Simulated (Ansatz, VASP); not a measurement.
## One calculation of Si, two programs

```
Si
1.0
    -2.37137    2.37137    1.34920
     2.37137   -2.37137    1.34920
     2.37137    2.37137   -1.34920
Si
2
Cartesian
  2.3714 0.0000 0.6746
  0.0000 0.0000 1.3492
```

Change from the starting cell: strain +0.000 along x and y, +0.015 along z, atoms carried along.

Alike in both runs: task single point; functional LDA; k mesh 20 × 20 × 20; occupations gaussian, width 0.15 eV; no spin polarisation.

```csv
,VASP,Ansatz
version,VASP 6.6.1,Ansatz 0.2.0
potentials or method,"VASP PAW LDA potentials, release 64 (Si), cutoff 520 eV","scalar-relativistic, plane waves, PAW"
valence electrons in the cell,8,8
```

VASP gave:

```
gap on the k mesh at the Fermi level (eV)                     : none
pressure (GPa)                                                : -2.2
traceless stress, the component that is largest in VASP (GPa) : -1.85
```

Which values does Ansatz return?

gap on the k mesh at the Fermi level (eV): none; pressure (GPa): -2.3; traceless stress, the component that is largest in VASP (GPa): -1.84.

LDA's correlation is that of Perdew and Zunger in VASP and of Perdew and Wang (1992) in Ansatz. A gap of «none» marks a metal or a gap that the smearing closes.
